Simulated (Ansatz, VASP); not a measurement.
# One calculation of Mn, two programs

```
Mn
1.0
     2.44639    0.00000    0.00000
    -1.22320    2.11864    0.00000
     0.00000    0.00000    4.14698
Mn
2
Direct
  0.66667 0.33333 0.75000
  0.33333 0.66667 0.25000
```

Change from the starting cell: strain -0.015 along x and y, +0.030 along z, atoms carried along.

Alike in both runs: task single point; functional PBEsol; k mesh 21 × 21 × 12; occupations gaussian, width 0.15 eV; no spin polarisation.

|  | VASP | Ansatz |
| --- | --- | --- |
| version | VASP 6.6.1 | Ansatz 0.2.0 |
| potentials or method | VASP PAW PBE potentials, release 64 (Mn_pv), cutoff 520 eV | scalar-relativistic, plane waves, PAW |
| valence electrons in the cell | 26 | 30 |

```csv
,VASP,Ansatz,Ansatz less VASP
gap on the k mesh at the Fermi level (eV),none,none,-
pressure (GPa),-11.0,-10.9,+0.08
"traceless stress, the component that is largest in VASP (GPa)",-11.21,-11.28,-0.071
```

VASP's potentials were made for PBE, not for PBEsol. A gap of «none» marks a metal or a gap that the smearing closes. VASP's potentials hold 26 valence electrons a cell and Ansatz's 30, so a difference there can come from the potentials and not from the codes.
